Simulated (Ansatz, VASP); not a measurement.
**Mg: VASP beside Ansatz**

File INCAR:

```
SYSTEM = Mg
PREC = Accurate
ENCUT = 520
EDIFF = 1E-6
ISMEAR = -1
SIGMA = 0.08
LREAL = .FALSE.
LASPH = .TRUE.
NELM = 60
ALGO = Normal
ISIF = 2
LWAVE = .FALSE.
LCHARG = .TRUE.
GGA = PE
LELF = .TRUE.
LVHAR = .TRUE.
NBANDS = 9
```

File KPOINTS:

```
regular mesh
0
G
  12 12 7
  0 0 0
```

POSCAR

```
Mg
1.0
    3.2092715325      0.0000000000      0.0000000000
   -1.6046357662      2.7793106748      0.0000000000
    0.0000000000      0.0000000000      5.3145366000
Mg
2
Direct
    0.3333333333      0.6666666667      0.2500000000
    0.6666666667      0.3333333333      0.7500000000
```

Input for Ansatz:

```yaml
crystal:
  lattice:
    - [3.2092715325, 0.0, 0.0]
    - [-1.6046357662, 2.7793106748, 0.0]
    - [0.0, 0.0, 5.3145366]
  atoms:
    - { symbol: Mg, position: [0.3333333333, 0.6666666667, 0.25] }
    - { symbol: Mg, position: [0.6666666667, 0.3333333333, 0.75] }
kpoints:
  mp_grid: { grid: [12, 12, 7] }
  band_path:
    path:
      - [0.0, 0.0, 0.0]
      - [0.5, 0.0, 0.0]
      - [0.3333333333, 0.3333333333, 0.0]
      - [0.0, 0.0, 0.0]
      - [0.0, 0.0, 0.5]
      - [0.5, 0.0, 0.5]
      - [0.3333333333, 0.3333333333, 0.5]
      - [0.0, 0.0, 0.5]
      - [0.5, 0.0, 0.5]
    npoints: 5
scf:
  occupations: { method: fermi_dirac, width: 0.08 }
hamiltonian:
  xc: pbe
  pseudopotentials: { kind: all_electron, lapw: { basis_error: 0.0005 } }
output:
  forces: true
  stress: true
  eigenvalues: true
```

Change from the starting cell: zz strain of +2 %.

Alike in both runs: task single point; functional PBE; k mesh 12 × 12 × 7; occupations fermi-dirac, width 0.08 eV; no spin polarisation.

|  | VASP | Ansatz |
| --- | --- | --- |
| version | VASP 6.6.1 | Ansatz 0.2.0 |
| potentials or method | VASP PAW PBE potentials, release 64 (Mg), cutoff 520 eV | all-electron LAPW, scalar-relativistic |

|  | VASP | Ansatz | Ansatz less VASP |
| --- | --- | --- | --- |
| pressure (GPa) | -1.2 | -1.1 | +0.11 |
| traceless stress, the component that is largest in VASP (GPa) | -1.19 | -1.19 | +0.002 |

Ansatz ran all-electron here, and VASP with PAW potentials.
